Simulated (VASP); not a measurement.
# LiCl: single point with PBEsol

Crystal: LiCl.

```xyz
2
Lattice="0.0000 2.5322 2.5322 2.5322 0.0000 2.5322 2.5322 2.5322 0.0000" Properties=species:S:1:pos:R:3 pbc="T T T"
Li    0.0000    0.0000    0.0000
Cl    2.5322    2.5322    2.5322
```

```yaml
Program: VASP 6.6.1
Task: single point
Functional: PBEsol
Potentials_or_basis: VASP PAW PBE potentials, release 64 (Li_sv, Cl)
Cutoff: 520 eV
k_mesh: 10 × 10 × 10
Occupations: gaussian, width 0.05 eV
Spin: no spin polarisation
Dipole_correction: no
k_mesh_for_the_DOS: 15 × 15 × 15
Occupations_for_the_DOS: tetrahedron
Further_INCAR_settings: ALGO = Normal; EDIFF = 1e-07; NBANDS = 12
```

```
Valence electrons inside the program's atomic spheres : Li 2.05; Cl 5.15
```

Levels at points of the mesh, in eV from the valence-band top:
| k point | band 1 | band 2 | band 3 | band 4 | band 5 | band 6 | band 7 | band 8 | band 9 | band 10 |
| --- | --- | --- | --- | --- | --- | --- | --- | --- | --- | --- |
| (0.00, 0.00, 0.00) | -42.76 | -13.54 | 0.00 | 0.00 | 0.00 | 6.36 | 11.84 | 11.84 | 11.84 | 14.63 |

It took 26 s on 1 thread of AMD EPYC 9R45 96-Core Processor (Zen 5) (shared host), peak memory 0.14 GiB.
